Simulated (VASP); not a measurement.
Runs of VASP 6.6.1 on Se. The structure is cubic, space group Im-3m (No. 229). The conventional cell has a = 3.407 Å, b = 3.407 Å, c = 3.407 Å, α = 90.00°, β = 90.00°, γ = 90.00°. Se (site symmetry m-3m) has 14 Se at 2.95 to 3.41 Å within 3.9 Å. This isn't the form of Se at room conditions, which is trigonal, of chains.

| task | level | potentials or basis | spin | U | cell | k mesh | cutoff (eV) | gap on the mesh (eV) | pressure (GPa) | moment (μB) |
| --- | --- | --- | --- | --- | --- | --- | --- | --- | --- | --- |
| single point | PBE+U | VASP PAW PBE potentials, release 64 (Se) | off | Se p U = 2.2 eV | as given | 10 × 10 × 10 | 500 | none | 2.8 | - |
| relaxation of the atoms | PBE+U | VASP PAW PBE potentials, release 64 (Se) | collinear, zero start | Se p U = 2.2 eV | atoms relaxed | 4 × 4 × 4 | 450 | none | 1.5 | 0.00 |
| single point | revPBE+U | VASP PAW PBE potentials, release 64 (Se) | off | Se p U = 3.1 eV | as given | 10 × 10 × 10 | 500 | none | (a) | - |
| single point | PBE+U | VASP PAW PBE potentials, release 64 (Se) | collinear, zero start | Se p U = 2.2 eV | as given | 4 × 4 × 4 | 500 | none | 1.5 | 0.00 |
| single point | LDA+U | VASP PAW LDA potentials, release 64 (Se) | off | Se p U = 1.9 eV | as given | 9 × 9 × 4, shifted | 500 | none | -3.3 | - |

Alike in all rows: smearing gaussian 0.1 eV.

Question: Estimate the missing entries.

Answer: (a) 4.4.

Caveats: some runs use coarse meshes; U without spin polarisation on a metal has little footing (at least some runs); the relaxation stopped at its first step, so nothing moved (at least some runs); the cell stands under pressure (at least some runs); the PAW data sets were made with another functional, which shifts forces and pressure a little (at least some runs).

A k mesh can miss the band edges, and the runs leave out spin-orbit coupling on Se.

A gap of «none» marks levels without a gap at the run's occupations.
